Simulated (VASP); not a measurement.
BP, 2 atoms in the cell. The structure is cubic, space group F-43m (No. 216). The conventional cell has a = 4.407 Å, b = 4.407 Å, c = 4.407 Å, α = 90.00°, β = 90.00°, γ = 90.00°. B (site symmetry -43m) has 4 P at 1.91 Å within 2.5 Å. P (site symmetry -43m) has 4 B at 1.91 Å within 2.5 Å. 

```yaml
Program: VASP 6.6.1
Task: vibrations by perturbation theory
Functional: LDA
Potentials_or_basis: VASP PAW LDA potentials, release 64 (B, P)
Cutoff: 520 eV
k_mesh: 10 × 10 × 10
Occupations: gaussian, width 0.01 eV
Spin: no spin polarisation
Dipole_correction: no
Further_INCAR_settings: ALGO = Normal; EDIFF = 1e-08; IBRION = 8; NSW = 1
```

Potentials or basis: VASP PAW LDA potentials, release 64 (B, P).

Run with:

```console
$ cat potpaw_LDA.64/B/POTCAR potpaw_LDA.64/P/POTCAR > POTCAR
$ mpirun -np 1 vasp_std > vasp.out
```

Hardware: 1 thread of Intel Xeon 6975P-C, on a shared host.

Task: How long does it take, and how much memory?

Result: Run time: 88 s on 1 thread of Intel Xeon 6975P-C, on a shared host, peak memory 0.19 GiB. Counts: scf iterations 115, k points 47.
